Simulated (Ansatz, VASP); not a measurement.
**TeW3: VASP beside Ansatz**

```
Te W
1.0
    -1.96235    1.96235    4.47724
     1.96235   -1.96235    4.47724
     1.96235    1.96235   -4.47724
Te W
1 3
Direct
  0.00000 0.00000 0.00000
  0.50000 0.50000 0.00000
  0.25000 0.75000 0.50000
  0.75000 0.25000 0.50000
```

Alike in both runs: functional PBE; k mesh 16 × 16 × 16; occupations gaussian, width 0.1 eV; no spin polarisation.

Ansatz relaxed the structure, and its values are those at the end. VASP's run is a single point on that final structure, the one shown.

|  | VASP | Ansatz |
| --- | --- | --- |
| version | VASP 6.6.1 | Ansatz 0.2.0 |
| potentials or method | VASP PAW PBE potentials, release 64 (Te, W_sv), cutoff 520 eV | scalar-relativistic, plane waves, PAW |
| valence electrons in the cell | 48 | 58 |

Ansatz gave:

- gap on the k mesh at the Fermi level (eV): none
- pressure (GPa): 0.0

Problem. Which values does VASP return?

Solution. gap on the k mesh at the Fermi level (eV): none; pressure (GPa): 0.2.

A gap of «none» marks a metal or a gap that the smearing closes. VASP's potentials hold 48 valence electrons a cell and Ansatz's 58, so a difference there can come from the potentials and not from the codes.

Spin-orbit coupling is off throughout.
